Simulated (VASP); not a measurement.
# Ni (Pm-3m) in VASP: notebook, part 2 of 2

VASP 6.6.1.

### Step 3. Single point, r2SCAN

This run uses another cell than the first one, of 12.04 Å³/atom.

The input, POSCAR:

```
Ni
1.0
    2.2921012302      0.0000000000      0.0000000000
    0.0000000000      2.2921012302      0.0000000000
    0.0000000000      0.0000000000      2.2921012302
Ni
1
Direct
    0.0000000000      0.0000000000      0.0000000000
```

The input, INCAR.step1:

```
ALGO = Normal ; EDIFF = 1E-4
ENCUT = 520 ; GGA = PE
ISMEAR = -1 ; LASPH = T
LCHARG = F ; LREAL = F
LWAVE = T ; NBANDS = 11
NELM = 60 ; PREC = Accurate
SIGMA = 0.1
```

The input, INCAR.step2:

```
ALGO = Normal ; EDIFF = 1E-6
ENCUT = 520 ; ISIF = 2
ISMEAR = -1 ; ISTART = 1
LASPH = T ; LCHARG = T
LELF = T ; LMIXTAU = T
LREAL = F ; LVHAR = T
LWAVE = F ; METAGGA = R2SCAN
NBANDS = 11 ; NELM = 60
PREC = Accurate ; SIGMA = 0.1
```

The input, KPOINTS:

```
k-points
0
Gamma
  14 14 14
```

Potentials or basis: VASP PAW PBE potentials, release 64 (Ni).

Launch:

```
> cat potpaw_PBE.64/Ni/POTCAR > POTCAR
> cp INCAR.step1 INCAR
> mpirun -np 1 vasp_std > vasp.out
> cp INCAR.step2 INCAR
> mpirun -np 1 vasp_std > vasp.out
```

OUTCAR:

```text
EDIFF = 1E-6
   ENCUT = 520
   ISIF = 2
   ISMEAR = -1
   ISTART = 1
   LASPH = T
   LREAL = F
   METAGGA = R2SCAN
   NELM = 60
   PREC = Accurate

 ion  position               nearest neighbor table
   1  0.000  0.000  0.000-

  LATTYP: Found a simple cubic cell.
 ALAT       =     2.2921012302

  Lattice vectors:

 A1 = (   2.2921012302,   0.0000000000,   0.0000000000)
 A2 = (   0.0000000000,   2.2921012302,   0.0000000000)
 A3 = (   0.0000000000,   0.0000000000,   2.2921012302)

Analysis of symmetry for initial positions (statically):
=====================================================================
 Subroutine PRICEL returns:
 Original cell was already a primitive cell.

 Routine SETGRP: Setting up the symmetry group for a
 simple cubic supercell.

 Subroutine GETGRP returns: Found 48 space group operations
 (whereof 48 operations were pure point group operations)
 out of a pool of 48 trial point group operations.

The static configuration has the point symmetry O_h .

Analysis of symmetry for dynamics (positions and initial velocities):
=====================================================================
 Subroutine PRICEL returns:
 Original cell was already a primitive cell.

 Routine SETGRP: Setting up the symmetry group for a
 simple cubic supercell.

 Subroutine GETGRP returns: Found 48 space group operations
 (whereof 48 operations were pure point group operations)
 out of a pool of 48 trial point group operations.

The dynamic configuration has the point symmetry O_h .

 Subroutine INISYM returns: Found 48 space group operations
 (whereof 48 operations are pure point group operations),
 and found     1 'primitive' translations

----------------------------------------------------------------------------------------

                                     Primitive cell

  volume of cell :      12.0421

  direct lattice vectors                    reciprocal lattice vectors
     2.292101230  0.000000000  0.000000000     0.436280905  0.000000000  0.000000000
     0.000000000  2.292101230  0.000000000     0.000000000  0.436280905  0.000000000
     0.000000000  0.000000000  2.292101230     0.000000000  0.000000000  0.436280905

  length of vectors
     2.292101230  2.292101230  2.292101230     0.436280905  0.436280905  0.436280905

  position of ions in fractional coordinates (direct lattice)
     0.000000000  0.000000000  0.000000000

  ion indices of the primitive-cell ions
   primitive index   ion index
                 1           1

----------------------------------------------------------------------------------------

 KPOINTS: k-points

Automatic generation of k-mesh.
 Grid dimensions read from file:
 generate k-points for:   14   14   14

 Generating k-lattice:

  Cartesian coordinates                     Fractional coordinates (reciprocal lattice)
     0.031162922  0.000000000  0.000000000     0.071428571  0.000000000  0.000000000
     0.000000000  0.031162922  0.000000000     0.000000000  0.071428571  0.000000000
     0.000000000  0.000000000  0.031162922     0.000000000  0.000000000  0.071428571

  Length of vectors
     0.031162922  0.031162922  0.031162922

  Shift w.r.t. Gamma in fractional coordinates (k-lattice)
     0.000000000  0.000000000  0.000000000

 Subroutine IBZKPT returns following result:
 ===========================================

 Found    120 irreducible k-points:

 Following reciprocal coordinates:
            Coordinates               Weight
  0.000000  0.000000  0.000000      1.000000
  0.071429  0.000000  0.000000      6.000000
  0.142857  0.000000  0.000000      6.000000
  0.214286  0.000000  0.000000      6.000000
  0.285714  0.000000  0.000000      6.000000
  0.357143  0.000000  0.000000      6.000000
[... 16 lines left out ...]
  0.285714  0.214286  0.000000     24.000000
  0.357143  0.214286  0.000000     24.000000
 [... further k-points ...]
   k-points           NKPTS =    120   k-points in BZ     NKDIM =    120   number of bands    NBANDS=     11
   number of dos      NEDOS =    301   number of ions     NIONS =      1
   total plane-waves  NPLWV =   5832
   dimension x,y,z NGX =    18 NGY =   18 NGZ =   18
   dimension x,y,z NGXF=    36 NGYF=   36 NGZF=   36
   ions per type =               1
   NGX,Y,Z   is equivalent  to a cutoff of  13.06, 13.06, 13.06 a.u.
   NGXF,Y,Z  is equivalent  to a cutoff of  26.11, 26.11, 26.11 a.u.
 SYSTEM =  unknown system
   PREC   = accura    normal or accurate (medium, high low for compatibility)
   ISTART =      1    job   : 0-new  1-cont  2-samecut
   ICHARG =      0    charge: 1-file 2-atom 10-const
   ISPIN  =      1    spin polarized calculation?
   LNONCOLLINEAR =      F non collinear calculations
   LSORBIT =      F    spin-orbit coupling
   LASPH  =      T    aspherical Exc in radial PAW
   ENCUT  =  520.0 eV  38.22 Ry    6.18 a.u.   4.26  4.26  4.26*2*pi/ulx,y,z
   NELM   =     60;   NELMIN=  2; NELMDL=  0     # of ELM steps
   EDIFF  = 0.1E-05   stopping-criterion for ELM
   LREAL  =      F    real-space projection
   EDIFFG = 0.1E-04   stopping-criterion for IOM
   NSW    =      0    number of steps for IOM
   IBRION =     -1    ionic relax: 0-MD 1-quasi-New 2-CG
   NFREE  =      0    steps in history (QN), initial steepest desc. (CG)
   ISIF   =      2    stress and relaxation
   ISYM   =      2    0-nonsym 1-usesym 2-fastsym
   POTIM  = 0.5000    time-step for ionic-motion
   TEBEG  =    0.0;   TEEND  =   0.0 temperature during run
   PSTRESS=    0.0 pullay stress
   NELECT =      10.0000    total number of electrons
   NUPDOWN=      -1.0000    fix difference up-down
   EMIN   =  10.00;   EMAX   =-10.00  energy-range for DOS
   EFERMI =   0.00;   METHOD = LEGACY
   ISMEAR =    -1;   SIGMA  =   0.10  broadening in eV -4-tet -1-fermi 0-gaus
   EFERMI_NEDOS =   21; number of points for ismear=-14 and -15
   IALGO  =     38    algorithm
   IMIX   =      4    mixing-type and parameters
     AMIX     =   0.40;   BMIX     =  1.00
     AMIX_MAG =   1.60;   BMIX_MAG =  1.00
  volume/ion in A,a.u.               =      12.04        81.26
  Fermi-wavevector in a.u.,A,eV,Ry     =   1.538772  2.907858 32.216151  2.367820
  Thomas-Fermi vector in A             =   2.645094
   LORBIT       =      0    0 simple, 1 ext, 2 COOP (PROOUT), +10 PAW based schemes
   METAGGA = R2SCAN    functional components
   LHFCALC =     F    Hartree Fock is set to
   AEXX    =    0.0000 exact exchange contribution
   IVDW    =     0    specifies the selected vdW correction
   LEPSILON=     F    determine dielectric tensor
   LRPA    =     F    only Hartree local field effects (RPA)
 non-spin polarized calculation
  energy-cutoff  :      520.00
  volume of cell :       12.04
 maximum number of plane-waves:       341
 NGX is ok and might be reduce to    18
   NGX =  9   NGY =  9   NGZ =  9

 number of electron      10.0000004 magnetization

 Free energy of the ion-electron system (eV)
  ---------------------------------------------------
  ext. energy  EPLUGINS =         0.00000000
  ---------------------------------------------------
  free energy    TOTEN  =       -11.16478341 eV

  energy without entropy =      -11.09544174  energy(sigma->0) =      -11.13011257

 E-fermi :   7.7937     XC(G=0): -13.4611

 val. band max:        7.7905980094   @ k =   0.2143   0.0714   0.0000
 cond. band min:       7.7963281281   @ k =   0.4286   0.0714   0.0714
 fundamental gap:      0.0057301186
 Fermi energy:         7.7937219591

 k-point     1 :       0.0000    0.0000    0.0000
  band No.  band energies     occupation
      1      -0.6104      2.00000
      2       4.2616      2.00000
      3       4.2616      2.00000
      4       7.8091      0.92316
      5       7.8091      0.92315
      6       7.8091      0.92315
      7      28.8411      0.00000
      8      28.8411      0.00000
      9      28.8411      0.00000
     10      32.5702      0.00000
     11      32.5702      0.00000

 k-point     2 :       0.0714    0.0000    0.0000
  band No.  band energies     occupation
      1      -0.4486      2.00000
      2       4.2849      2.00000
      3       4.3355      2.00000
      4       7.7475      1.22716
      5       7.7475      1.22714
      6       7.8140      0.89875
      7      26.7356      0.00000
      8      29.0595      0.00000
      9      29.0595      0.00000
     10      32.6065      0.00000
     11      34.0644      0.00000
[... 295 lines left out ...]
 k-point    24 :       0.3571    0.2143    0.0000
  band No.  band energies     occupation
      1       3.6189      2.00000
      2       4.9210      2.00000
      3       5.8212      2.00000
      4       6.9468      1.99958
      5       7.4729      1.92230
      6       7.6178      1.70615
      7      15.8299      0.00000
      8      24.4204      0.00000
      9      32.2688      0.00000
     10      35.4526      0.00000
     11      35.8259      0.00000

 [... further k-points ...]
[... 5 lines left out ...]
  --------------------------------------------------------------------------------------
  -------------------------------------------------------------------------------------
  Total        0.0288376      0.0288376      0.0288376     -0.0000000     -0.0000000      0.0000000
  in kB        3.8367923      3.8367923      3.8367923     -0.0000000     -0.0000000      0.0000000
  external PRESSURE =       3.8367923 kB  Pullay stress =       0.0000000 kB

 VOLUME and BASIS-vectors are now :
 -----------------------------------------------------------------------------
  energy-cutoff  :      520.00
  volume of cell :       12.04
      direct lattice vectors                 reciprocal lattice vectors
     2.292101230  0.000000000  0.000000000     0.436280905  0.000000000  0.000000000
     0.000000000  2.292101230  0.000000000     0.000000000  0.436280905  0.000000000
     0.000000000  0.000000000  2.292101230     0.000000000  0.000000000  0.436280905

 POSITION                                       TOTAL-FORCE (eV/Angst)
 -----------------------------------------------------------------------------------
      0.00000      0.00000      0.00000         0.000000      0.000000      0.000000
 -----------------------------------------------------------------------------------
    total drift:                                0.000000      0.000000      0.000000

  FREE ENERGIE OF THE ION-ELECTRON SYSTEM (eV)
  ---------------------------------------------------
  free  energy   TOTEN  =       -11.1647834058 eV

  energy  without entropy=      -11.0954417414  energy(sigma->0) =      -11.13011257
```

OSZICAR.step1:

```text
N       E                     dE             d eps       ncg     rms          rms(c)
DAV:   1     0.311048941907E+02    0.31105E+02   -0.49634E+03  2707   0.120E+03
DAV:   2    -0.450782202127E+01   -0.35613E+02   -0.33892E+02  2733   0.172E+02
DAV:   3    -0.556594848074E+01   -0.10581E+01   -0.10351E+01  3045   0.338E+01
DAV:   4    -0.557538734690E+01   -0.94389E-02   -0.94360E-02  2928   0.295E+00
DAV:   5    -0.557559091872E+01   -0.20357E-03   -0.20357E-03  3034   0.413E-01    0.840E+00
DAV:   6    -0.513505027098E+01    0.44054E+00   -0.11876E+01  3060   0.487E+01    0.581E+00
DAV:   7    -0.479860320475E+01    0.33645E+00   -0.24320E+00  3033   0.207E+01    0.158E+00
DAV:   8    -0.478637420604E+01    0.12229E-01   -0.13429E-02  3615   0.972E-01    0.445E-01
DAV:   9    -0.478507928451E+01    0.12949E-02   -0.25410E-03  3838   0.391E-01    0.568E-02
DAV:  10    -0.478509519023E+01   -0.15906E-04   -0.25982E-05  1647   0.633E-02
   1 F= -.47850952E+01 E0= -.47473134E+01  d E =-.755636E-01
```

Run time: 98 s. Hardware: 1 thread of Intel Xeon 8259CL, shared host; peak memory 0.13 GiB.

What came out:

| Property | Result |
| --- | --- |
| Free energy | -11.1648 eV |
| Pressure | 0.4 GPa |
| Band gap on the k mesh | zero (bands 5 and 6 overlap by 1.52 eV) |

Caveat: the PAW data sets were made with another functional, which shifts forces and pressure a little; the run has no spin polarisation, though such a crystal can be magnetic.

### Step 4. Single point, r2SCAN (12.04 Å³/atom)

This run uses another cell than the first one, of 12.04 Å³/atom.

POSCAR is that of step 3.

The input, INCAR.step1:

```
  ALGO = Normal
  EDIFF = 1E-4
  ENCUT = 520
  GGA = PE
  ISMEAR = -1
  LASPH = T
  LCHARG = F
  LREAL = F
  LWAVE = T
  NBANDS = 11
  NELM = 60
  PREC = Accurate
  SIGMA = 0.1
```

The input, INCAR.step2:

```
  ALGO = Normal
  EDIFF = 1E-6
  ENCUT = 520
  ISIF = 2
  ISMEAR = -1
  ISTART = 1
  LASPH = T
  LCHARG = F
  LMIXTAU = T
  LREAL = F
  LWAVE = F
  METAGGA = R2SCAN
  NBANDS = 11
  NELM = 60
  PREC = Accurate
  SIGMA = 0.1
```

The input, KPOINTS:

```
k-points
0
Gamma
  15 15 15
```

Launch:

```
> cat potpaw_PBE.64/Ni/POTCAR > POTCAR
> cp INCAR.step1 INCAR
> mpirun -np 1 vasp_std > vasp.out
> cp INCAR.step2 INCAR
> mpirun -np 1 vasp_std > vasp.out
```

Run time: 96 s. Hardware: 1 thread of Intel Xeon 8259CL, shared host; peak memory 0.13 GiB.

Results (log left out):

* Free energy: -11.1666 eV
* Pressure: 0.3 GPa
* Band gap on the k mesh: zero (bands 5 and 6 overlap by 1.39 eV)

Levels at points of the mesh, in eV from the Fermi level:
```
           k point  band 3  band 4  band 5  band 6  band 7  band 8
(0.00, 0.00, 0.00)   -3.53    0.02    0.02    0.02   21.06   21.06
```

Caveat: the PAW data sets were made with another functional, which shifts forces and pressure a little; the run has no spin polarisation, though such a crystal can be magnetic. Spin polarisation is off, so any magnetic state and its effect on volume and gap are missing.

### Step 5. Single point, r2SCAN (12.52 Å³/atom)

This run uses another cell than the first one, of 12.52 Å³/atom.

The input, POSCAR:

```
Ni
1.0
    2.3222639159      0.0000000000      0.0000000000
    0.0000000000      2.3222639159      0.0000000000
    0.0000000000      0.0000000000      2.3222639159
Ni
1
Direct
    0.0000000000      0.0000000000      0.0000000000
```

The input, INCAR.step1:

```
SYSTEM = Ni
PREC = Accurate ; ENCUT = 520
ISMEAR = -1 ; SIGMA = 0.1
LREAL = .FALSE. ; LASPH = .TRUE.
NELM = 80 ; NBANDS = 11
GGA = PE ; ALGO = Normal
EDIFF = 1E-4 ; LWAVE = .TRUE.
LCHARG = .FALSE.
```

The input, INCAR.step2:

```
SYSTEM = Ni
PREC = Accurate ; ENCUT = 520
EDIFF = 1E-6 ; ISMEAR = -1
SIGMA = 0.1 ; LREAL = .FALSE.
LASPH = .TRUE. ; NELM = 80
ALGO = Normal ; ISIF = 2
LWAVE = .FALSE. ; LCHARG = .FALSE.
METAGGA = R2SCAN ; LMIXTAU = .TRUE.
NBANDS = 11 ; ISTART = 1
```

The input, KPOINTS:

```
regular mesh
0
G
  15 15 15
  0 0 0
```

Launch:

```
> cat potpaw_PBE.64/Ni/POTCAR > POTCAR
> cp INCAR.step1 INCAR
> mpirun -np 1 vasp_std > vasp.out
> cp INCAR.step2 INCAR
> mpirun -np 1 vasp_std > vasp.out
```

Run time: 76 s. Hardware: 1 thread of Intel Xeon 8259CL, shared host; peak memory 0.13 GiB.

The run converged. Its results:

```
Free energy            : -11.1582 eV
Pressure               : -5.5 GPa
Band gap on the k mesh : zero (bands 5 and 6 overlap by 1.32 eV)
```

Levels at points of the mesh, in eV from the Fermi level:
```csv
k point,band 2,band 3,band 4,band 5,band 6,band 7,band 8,band 9
"(0.00, 0.00, 0.00)",-3.34,-3.34,0.01,0.01,0.01,20.56,20.56,20.56
```

Caveat: the cell stands under tension; the PAW data sets were made with another functional, which shifts forces and pressure a little; the run has no spin polarisation, though such a crystal can be magnetic.

### Step 6. Summary

| cell | k mesh | gap on the mesh (eV) | pressure (GPa) |
| --- | --- | --- | --- |
| a = 2.261 Å, 1 atom | 15 × 15 × 15 | none | 7.7 |
| a = 2.292 Å, 1 atom | 14 × 14 × 14 | none | 0.4 |
| a = 2.292 Å, 1 atom | 15 × 15 × 15 | none | 0.3 |
| a = 2.322 Å, 1 atom | 15 × 15 × 15 | none | -5.5 |

Alike in all rows: task single point; level r2SCAN; potentials or basis VASP PAW PBE potentials, release 64 (Ni); no spin polarisation; cutoff (eV) 520; smearing fermi-dirac 0.1 eV.

Caveats: the PAW data sets were made with another functional, which shifts forces and pressure a little; the run has no spin polarisation, though such a crystal can be magnetic; the cell stands under pressure (at least some runs); the cell stands under tension (at least some runs).

Total energies depend on the potentials used, so only differences within one code and one set of settings carry meaning.
